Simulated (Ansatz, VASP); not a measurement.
## Al3InAs4 in VASP and in Ansatz

```xyz
16
Lattice="5.7730 -5.7745 -0.0012 5.7730 0.0012 5.7745 0.0000 -5.7733 5.7733" Properties=species:S:1:pos:R:3 pbc="T T T"
In    2.8947   -2.8872   -0.0006
In    2.8947   -5.7739    2.8860
Al    5.7716   -2.8924    2.8808
Al    5.7716   -5.7791    5.7675
Al   -0.0014    0.0058    0.0058
Al   -0.0014   -2.8808    2.8924
Al    2.8847    0.0006    2.8872
Al    2.8847   -2.8860    5.7739
As    4.3903   -7.1569    7.2763
As    4.3903   -4.2702    4.3897
As    7.0901   -7.2160   10.1038
As    7.0901   -4.3294    7.2172
As    7.2178  -10.1038    7.2160
As    7.2178   -7.2172    4.3294
As   10.1633  -10.1630   10.0435
As   10.1633   -7.2763    7.1569
```

Alike in both runs: task single point; functional HSE06; k mesh 2 × 2 × 2; no spin polarisation.

```csv
,VASP,Ansatz
version,VASP 6.6.1,Ansatz 0.2.0
potentials or method,"VASP PAW PBE potentials, release 64 (In_d, Al, As), cutoff 400 eV","scalar-relativistic, plane waves, PAW"
occupations,"gaussian, width 0.01 eV",fixed
valence electrons in the cell,84,164
```

|  | VASP | Ansatz | Ansatz less VASP |
| --- | --- | --- | --- |
| gap on the k mesh at the Fermi level (eV) | 1.87 | 1.87 | -0.008 |
| least direct gap on the mesh (eV) | 1.87 | 1.87 | -0.008 |

VASP's potentials hold 84 valence electrons a cell and Ansatz's 164, so a difference there can come from the potentials and not from the codes.

The k mesh is coarse, so the values compare programs but aren't converged.
